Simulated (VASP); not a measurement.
Here is a VASP 6.6.1 calculation.

POSCAR

```
Ru
1.0
    2.7023482466      0.0000000000      0.0000000000
   -1.3511741233      2.3403022314      0.0000000000
    0.0000000000      0.0000000000     21.2659655345
Ru
3
Direct
    0.3333333333      0.6666666667      0.3996996979
    0.6666666667      0.3333333333      0.4964701364
    0.3333333333      0.6666666667      0.5932386241
```

INCAR.step1

```
  ALGO = Normal
  DIPOL = 0.5 0.5 0.496
  EDIFF = 1E-5
  ENCUT = 580
  GGA = PE
  GGA_COMPAT = False
  IDIPOL = 3
  ISMEAR = 0
  LASPH = True
  LCHARG = False
  LDIPOL = True
  LREAL = False
  LWAVE = True
  NBANDS = 31
  NELM = 120
  NELMDL = -8
  PREC = Accurate
  SIGMA = 0.1
```

The input INCAR.step2:

```
  ALGO = Normal
  DIPOL = 0.5 0.5 0.496
  EDIFF = 1E-6
  ENCUT = 580
  GGA_COMPAT = False
  IDIPOL = 3
  ISIF = 2
  ISMEAR = 0
  ISTART = 1
  LASPH = True
  LCHARG = True
  LDIPOL = True
  LELF = True
  LMIXTAU = True
  LREAL = False
  LVACPOTAV = True
  LVHAR = True
  LWAVE = False
  METAGGA = R2SCAN
  NBANDS = 31
  NELM = 120
  PREC = Accurate
  SIGMA = 0.1
```

File KPOINTS:

```
k-points
0
Gamma
  12 12 1
```

Potentials or basis: VASP PAW PBE potentials, release 64 (Ru_sv).

Run with:

```bash
$ cat potpaw_PBE.64/Ru_sv/POTCAR > POTCAR
$ cp INCAR.step1 INCAR
$ mpirun -np 1 vasp_std > vasp.out
$ cp INCAR.step2 INCAR
$ mpirun -np 1 vasp_std > vasp.out
```

(1) Estimate the band gap on the k mesh.

(2) Predict the largest force.

Answers

(1) zero (bands 24 and 25 overlap by 2.25 eV).

(2) 0.009 eV/Å.

Caveat: the PAW data sets were made with another functional, which shifts forces and pressure a little.
